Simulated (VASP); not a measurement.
# Ir (Pm-3n) in VASP: a series of runs

Runs on Ir. Level: LDA. Tasks: single point.

Everything below comes from runs of VASP 6.6.1. Logs are shortened: lines on timing, memory, paths and dates and some standing lists are left out, and cuts for length are marked.

### Step 1. The cell of the first run

Symmetry: Pm-3n, No. 223, cubic system. The conventional cell has a = 4.866 Å, b = 4.866 Å, c = 4.866 Å, α = 90.00°, β = 90.00°, γ = 90.00°. Within 3.6 Å of Ir (site symmetry m-3) lie 12 Ir at 2.72 Å. Within 3.2 Å of Ir (site symmetry -4m2) lie 14 Ir at 2.43 to 2.98 Å.

### Step 2. Single point, LDA

The input, INCAR:

```
ALGO = Normal ; EDIFF = 1E-6
ENCUT = 520 ; ISIF = 2
ISMEAR = -1 ; LASPH = T
LCHARG = F ; LREAL = F
LWAVE = F ; NBANDS = 46
NELM = 100 ; PREC = Accurate
SIGMA = 0.1
```

The input, KPOINTS:

```
k-points
0
Gamma
  5 5 5
```

The input, POSCAR:

```
Ir
1.0
    4.8657743621      0.0000000000      0.0000000000
    0.0000000000      4.8657743621      0.0000000000
    0.0000000000      0.0000000000      4.8657743621
Ir
8
Direct
    1.0000000000      0.0000000000      0.0000000000
    0.5000000000      0.5000000000      0.5000000000
    0.2500000000      1.0000000000      0.5000000000
    0.7500000000      1.0000000000      0.5000000000
    0.5000000000      0.2500000000      1.0000000000
    0.5000000000      0.7500000000      0.0000000000
    1.0000000000      0.5000000000      0.2500000000
    0.0000000000      0.5000000000      0.7500000000
```

Potentials or basis: VASP PAW LDA potentials, release 64 (Ir).

On the command line:

```console
$ cat potpaw_LDA.64/Ir/POTCAR > POTCAR
$ mpirun -np 1 vasp_std > vasp.out
```

OUTCAR:

```text
EDIFF = 1E-6
   ENCUT = 520
   ISIF = 2
   ISMEAR = -1
   LASPH = T
   LREAL = F
   NELM = 100
   PREC = Accurate

 ion  position               nearest neighbor table
   1  0.000  0.000  0.000-   3 2.72   4 2.72   5 2.72   6 2.72   7 2.72   8 2.72   3 2.72   4 2.72
                             7 2.72   8 2.72   5 2.72   6 2.72
   2  0.500  0.500  0.500-   3 2.72   4 2.72   5 2.72   6 2.72   7 2.72   8 2.72   5 2.72   6 2.72
                             3 2.72   4 2.72   7 2.72   8 2.72
   3  0.250  0.000  0.500-   4 2.43   4 2.43   1 2.72   1 2.72   2 2.72   2 2.72   8 2.98   5 2.98
                             5 2.98   6 2.98   6 2.98   7 2.98   8 2.98   7 2.98
   4  0.750  0.000  0.500-   3 2.43   3 2.43   1 2.72   1 2.72   2 2.72   2 2.72   8 2.98   5 2.98
                             5 2.98   6 2.98   6 2.98   7 2.98   8 2.98   7 2.98
   5  0.500  0.250  0.000-   6 2.43   6 2.43   1 2.72   2 2.72   2 2.72   1 2.72   8 2.98   4 2.98
                             3 2.98   4 2.98   3 2.98   7 2.98   7 2.98   8 2.98
   6  0.500  0.750  0.000-   5 2.43   5 2.43   1 2.72   2 2.72   2 2.72   1 2.72   8 2.98   4 2.98
                             3 2.98   4 2.98   3 2.98   7 2.98   7 2.98   8 2.98
   7  0.000  0.500  0.250-   8 2.43   8 2.43   1 2.72   2 2.72   1 2.72   2 2.72   3 2.98   4 2.98
                             5 2.98   3 2.98   4 2.98   6 2.98   5 2.98   6 2.98
   8  0.000  0.500  0.750-   7 2.43   7 2.43   1 2.72   2 2.72   1 2.72   2 2.72   3 2.98   4 2.98
                             5 2.98   3 2.98   4 2.98   6 2.98   5 2.98   6 2.98

  LATTYP: Found a simple cubic cell.
 ALAT       =     4.8657743621

  Lattice vectors:

 A1 = (   4.8657743621,   0.0000000000,   0.0000000000)
 A2 = (   0.0000000000,   4.8657743621,   0.0000000000)
 A3 = (   0.0000000000,   0.0000000000,   4.8657743621)

Analysis of symmetry for initial positions (statically):
=====================================================================
 Subroutine PRICEL returns:
 Original cell was already a primitive cell.

 Routine SETGRP: Setting up the symmetry group for a
 simple cubic supercell.

 Subroutine GETGRP returns: Found 48 space group operations
 (whereof 24 operations were pure point group operations)
 out of a pool of 48 trial point group operations.

The static configuration has the point symmetry T_h .
 The point group associated with its full space group is O_h .

Analysis of symmetry for dynamics (positions and initial velocities):
=====================================================================
 Subroutine PRICEL returns:
 Original cell was already a primitive cell.

 Routine SETGRP: Setting up the symmetry group for a
 simple cubic supercell.

 Subroutine GETGRP returns: Found 48 space group operations
 (whereof 24 operations were pure point group operations)
 out of a pool of 48 trial point group operations.

The dynamic configuration has the point symmetry T_h .
 The point group associated with its full space group is O_h .

 Subroutine INISYM returns: Found 48 space group operations
 (whereof 24 operations are pure point group operations),
 and found     1 'primitive' translations

----------------------------------------------------------------------------------------

                                     Primitive cell

  volume of cell :     115.2009

  direct lattice vectors                    reciprocal lattice vectors
     4.865774362  0.000000000  0.000000000     0.205517134  0.000000000  0.000000000
     0.000000000  4.865774362  0.000000000     0.000000000  0.205517134  0.000000000
     0.000000000  0.000000000  4.865774362     0.000000000  0.000000000  0.205517134

  length of vectors
     4.865774362  4.865774362  4.865774362     0.205517134  0.205517134  0.205517134

  position of ions in fractional coordinates (direct lattice)
     0.000000000  0.000000000  0.000000000
     0.500000000  0.500000000  0.500000000
     0.250000000  0.000000000  0.500000000
     0.750000000  0.000000000  0.500000000
     0.500000000  0.250000000  0.000000000
     0.500000000  0.750000000  0.000000000
     0.000000000  0.500000000  0.250000000
     0.000000000  0.500000000  0.750000000

  ion indices of the primitive-cell ions
   primitive index   ion index
                 1           1
                 2           2
                 3           3
                 4           4
                 5           5
                 6           6
                 7           7
                 8           8

----------------------------------------------------------------------------------------

 KPOINTS: k-points

Automatic generation of k-mesh.
 Grid dimensions read from file:
 generate k-points for:    5    5    5

 Generating k-lattice:

  Cartesian coordinates                     Fractional coordinates (reciprocal lattice)
     0.041103427  0.000000000  0.000000000     0.200000000  0.000000000  0.000000000
     0.000000000  0.041103427  0.000000000     0.000000000  0.200000000  0.000000000
     0.000000000  0.000000000  0.041103427     0.000000000  0.000000000  0.200000000

  Length of vectors
     0.041103427  0.041103427  0.041103427

  Shift w.r.t. Gamma in fractional coordinates (k-lattice)
     0.000000000  0.000000000  0.000000000

 Subroutine IBZKPT returns following result:
 ===========================================

 Found     10 irreducible k-points:

 Following reciprocal coordinates:
            Coordinates               Weight
  0.000000  0.000000  0.000000      1.000000
  0.200000  0.000000  0.000000      6.000000
  0.400000  0.000000  0.000000      6.000000
  0.200000  0.200000  0.000000     12.000000
  0.400000  0.200000  0.000000     24.000000
  0.400000  0.400000  0.000000     12.000000
  0.200000  0.200000  0.200000      8.000000
  0.400000  0.200000  0.200000     24.000000
  0.400000  0.400000  0.200000     24.000000
  0.400000  0.400000  0.400000      8.000000
   k-points           NKPTS =     10   k-points in BZ     NKDIM =     10   number of bands    NBANDS=     46
   number of dos      NEDOS =    301   number of ions     NIONS =      8
   total plane-waves  NPLWV =  46656
   dimension x,y,z NGX =    36 NGY =   36 NGZ =   36
   dimension x,y,z NGXF=    72 NGYF=   72 NGZF=   72
   ions per type =               8
   NGX,Y,Z   is equivalent  to a cutoff of  12.30, 12.30, 12.30 a.u.
   NGXF,Y,Z  is equivalent  to a cutoff of  24.60, 24.60, 24.60 a.u.
 SYSTEM =  unknown system
   PREC   = accura    normal or accurate (medium, high low for compatibility)
   ISTART =      0    job   : 0-new  1-cont  2-samecut
   ICHARG =      2    charge: 1-file 2-atom 10-const
   ISPIN  =      1    spin polarized calculation?
   LNONCOLLINEAR =      F non collinear calculations
   LSORBIT =      F    spin-orbit coupling
   LASPH  =      T    aspherical Exc in radial PAW
   ENCUT  =  520.0 eV  38.22 Ry    6.18 a.u.   9.05  9.05  9.05*2*pi/ulx,y,z
   NELM   =    100;   NELMIN=  2; NELMDL= -5     # of ELM steps
   EDIFF  = 0.1E-05   stopping-criterion for ELM
   LREAL  =      F    real-space projection
   EDIFFG = 0.1E-04   stopping-criterion for IOM
   NSW    =      0    number of steps for IOM
   IBRION =     -1    ionic relax: 0-MD 1-quasi-New 2-CG
   NFREE  =      0    steps in history (QN), initial steepest desc. (CG)
   ISIF   =      2    stress and relaxation
   ISYM   =      2    0-nonsym 1-usesym 2-fastsym
   POTIM  = 0.5000    time-step for ionic-motion
   TEBEG  =    0.0;   TEEND  =   0.0 temperature during run
   PSTRESS=    0.0 pullay stress
   NELECT =      72.0000    total number of electrons
   NUPDOWN=      -1.0000    fix difference up-down
   EMIN   =  10.00;   EMAX   =-10.00  energy-range for DOS
   EFERMI =   0.00;   METHOD = LEGACY
   ISMEAR =    -1;   SIGMA  =   0.10  broadening in eV -4-tet -1-fermi 0-gaus
   EFERMI_NEDOS =   21; number of points for ismear=-14 and -15
   IALGO  =     38    algorithm
   IMIX   =      4    mixing-type and parameters
     AMIX     =   0.40;   BMIX     =  1.00
     AMIX_MAG =   1.60;   BMIX_MAG =  1.00
  volume/ion in A,a.u.               =      14.40        97.18
  Fermi-wavevector in a.u.,A,eV,Ry     =   1.399696  2.645042 26.655836  1.959149
  Thomas-Fermi vector in A             =   2.522730
   LORBIT       =      0    0 simple, 1 ext, 2 COOP (PROOUT), +10 PAW based schemes
   GGA     = CA    functional components
   LHFCALC =     F    Hartree Fock is set to
   AEXX    =    0.0000 exact exchange contribution
   IVDW    =     0    specifies the selected vdW correction
   LEPSILON=     F    determine dielectric tensor
   LRPA    =     F    only Hartree local field effects (RPA)
 non-spin polarized calculation
  energy-cutoff  :      520.00
  volume of cell :      115.20
 maximum number of plane-waves:      3116
   NGX = 19   NGY = 19   NGZ = 19

 number of electron      71.9999984 magnetization

 Free energy of the ion-electron system (eV)
  ---------------------------------------------------
  ext. energy  EPLUGINS =         0.00000000
  ---------------------------------------------------
  free energy    TOTEN  =       -78.33895080 eV

  energy without entropy =      -77.95816415  energy(sigma->0) =      -78.14855748

 E-fermi :  10.0823     XC(G=0): -14.0130

 val. band max:       10.0606560672   @ k =   0.4000   0.4000   0.0000
 cond. band min:      10.0905470940   @ k =   0.2000   0.2000   0.2000
 fundamental gap:      0.0298910269
 Fermi energy:        10.0822919627

 k-point     1 :       0.0000    0.0000    0.0000
  band No.  band energies     occupation
      1      -0.9309      2.00000
      2       1.8892      2.00000
      3       1.8892      2.00000
      4       3.2530      2.00000
      5       3.4661      2.00000
      6       3.4661      2.00000
[... 38 lines left out ...]
     45      14.4566      0.00000
     46      14.4567      0.00000

 k-point     2 :       0.2000    0.0000    0.0000
  band No.  band energies     occupation
      1      -0.5691      2.00000
      2       1.7956      2.00000
      3       2.2381      2.00000
      4       2.6713      2.00000
      5       3.5189      2.00000
      6       3.5189      2.00000
[... 384 lines left out ...]
 k-point    10 :       0.4000    0.4000    0.4000
  band No.  band energies     occupation
      1       2.5172      2.00000
      2       2.8822      2.00000
      3       2.8822      2.00000
      4       3.2220      2.00000
      5       3.2220      2.00000
      6       3.2413      2.00000
[... 38 lines left out ...]
     45      12.1391      0.00000
     46      12.2046      0.00000

------------------------ aborting loop because EDIFF is reached ----------------------------------------

  FORCE on cell =-STRESS in cart. coord.  units (eV):
  Direction    XX          YY          ZZ          XY          YZ          ZX
  --------------------------------------------------------------------------------------
  -------------------------------------------------------------------------------------
  Total        1.5990906      1.5990906      1.5990906     -0.0000000      0.0000000      0.0000000
  in kB       22.2396404     22.2396404     22.2396404     -0.0000000      0.0000000      0.0000000
  external PRESSURE =      22.2396404 kB  Pullay stress =       0.0000000 kB

 VOLUME and BASIS-vectors are now :
 -----------------------------------------------------------------------------
  energy-cutoff  :      520.00
  volume of cell :      115.20
      direct lattice vectors                 reciprocal lattice vectors
     4.865774362  0.000000000  0.000000000     0.205517134  0.000000000  0.000000000
     0.000000000  4.865774362  0.000000000     0.000000000  0.205517134  0.000000000
     0.000000000  0.000000000  4.865774362     0.000000000  0.000000000  0.205517134

 POSITION                                       TOTAL-FORCE (eV/Angst)
 -----------------------------------------------------------------------------------
      0.00000      0.00000      0.00000        -0.000000      0.000000      0.000000
      2.43289      2.43289      2.43289        -0.000000      0.000000      0.000000
      1.21644      0.00000      2.43289        -0.000000     -0.000000     -0.000000
      3.64933      0.00000      2.43289         0.000000      0.000000      0.000000
      2.43289      1.21644      0.00000        -0.000000      0.000000     -0.000000
      2.43289      3.64933      0.00000        -0.000000     -0.000000      0.000000
      0.00000      2.43289      1.21644        -0.000000     -0.000000      0.000000
      0.00000      2.43289      3.64933        -0.000000      0.000000      0.000000
 -----------------------------------------------------------------------------------
    total drift:                                0.000000      0.000000     -0.000000

  FREE ENERGIE OF THE ION-ELECTRON SYSTEM (eV)
  ---------------------------------------------------
  free  energy   TOTEN  =       -78.3389508038 eV

  energy  without entropy=      -77.9581641511  energy(sigma->0) =      -78.14855748
```

Wall time 30 s (1 thread of AMD EPYC 9R45 (Zen 5), shared host); peak memory 0.15 GiB.

What came out:

| Quantity | Value |
| --- | --- |
| Free energy | -78.3390 eV |
| Pressure | 2.2 GPa |
| Band gap on the k mesh | zero (band 36 reaches 10.55 eV, above the bottom of band 37 at 10.02 eV) |

Levels at points of the mesh, in eV from the Fermi level:
| k point | band 34 | band 35 | band 36 | band 37 | band 38 | band 39 |
| --- | --- | --- | --- | --- | --- | --- |
| (0.00, 0.00, 0.00) | -0.37 | -0.37 | 0.35 | 0.35 | 0.35 | 0.97 |

Caveat: spin-orbit coupling is left out, which moves the levels of the heavy elements.

### Step 3. Single point, LDA

The input, INCAR:

```
PREC = Accurate ; ENCUT = 520
EDIFF = 1E-7 ; ISMEAR = -1
SIGMA = 0.1 ; LREAL = F
LASPH = T ; NELM = 60
ALGO = Normal ; ISIF = 2
LWAVE = F ; LCHARG = T
GGA = CA ; LELF = T
LVHAR = T ; NBANDS = 46
```

The input, KPOINTS:

```
regular mesh
0
Gamma
  7 7 7
```

POSCAR is that of step 2.

Potentials or basis: VASP PAW LDA potentials, release 64 (Ir).

On the command line:

```console
$ cat potpaw_LDA.64/Ir/POTCAR > POTCAR
$ mpirun -np 1 vasp_std > vasp.out
```

Run time: 58 s. Hardware: 1 thread of AMD EPYC 9R45 (Zen 5), shared host; peak memory 0.18 GiB.

The run converged. Its results:

```
Free energy            : -78.2894 eV
Pressure               : 2.4 GPa
Band gap on the k mesh : zero (band 36 reaches 10.52 eV, above the bottom of band 37 at 9.84 eV)
```

Levels at points of the mesh, in eV from the Fermi level:
```
           k point  band 33  band 34  band 35  band 36  band 37  band 38  band 39  band 40
(0.00, 0.00, 0.00)    -1.27    -0.35    -0.35     0.37     0.37     0.37     0.99     0.99
```

Caveat: spin-orbit coupling is left out, which moves the levels of the heavy elements.

### Step 4. Single point, LDA

The input, INCAR:

```
ALGO = Normal ; EDIFF = 1E-6
ENCUT = 500 ; GGA_COMPAT = F
ISIF = 2 ; ISMEAR = -1
LASPH = T ; LCHARG = F
LREAL = F ; LWAVE = F
NBANDS = 78 ; NELM = 120
PREC = Accurate ; SIGMA = 0.1
```

The input, KPOINTS:

```
k-points
0
Gamma
  5 5 5
```

POSCAR is that of step 3.

Potentials or basis: VASP PAW LDA potentials, release 64 (Ir_sv_GW).

On the command line:

```console
$ cat potpaw_LDA.64/Ir_sv_GW/POTCAR > POTCAR
$ mpirun -np 1 vasp_std > vasp.out
```

Wall time 85 s (1 thread of AMD EPYC 7R43 (Zen 3), shared host); peak memory 0.17 GiB.

It converged, with:

* Free energy: -82.9316 eV
* Pressure: -1.8 GPa
* Band gap on the k mesh: zero (band 68 reaches 12.86 eV, above the bottom of band 69 at 12.33 eV)

Levels at points of the mesh, in eV from the Fermi level:
```
           k point  band 64  band 65  band 66  band 67  band 68  band 69  band 70  band 71  band 72  band 73
(0.00, 0.00, 0.00)    -1.28    -1.28    -0.39    -0.39     0.36     0.36     0.36     0.98     0.98     0.98
```

Caveat: spin-orbit coupling is left out, which moves the levels of the heavy elements.

### Step 5. The runs side by side

```csv
potentials or basis,k mesh,cutoff (eV),second run,gap on the mesh (eV),pressure (GPa)
"VASP PAW LDA potentials, release 64 (Ir)",5 × 5 × 5,520,-,none,2.2
"VASP PAW LDA potentials, release 64 (Ir)",7 × 7 × 7,520,-,none,2.4
"VASP PAW LDA potentials, release 64 (Ir_sv_GW)",5 × 5 × 5,500,valence_matched,none,-1.8
```

Alike in all rows: task single point; level LDA; no spin polarisation; cell a = 4.866 Å, 8 atoms; smearing fermi-dirac 0.1 eV.

Caveats: spin-orbit coupling is left out, which moves the levels of the heavy elements.

Total energies depend on the potentials used, so only differences within one code and one set of settings carry meaning.
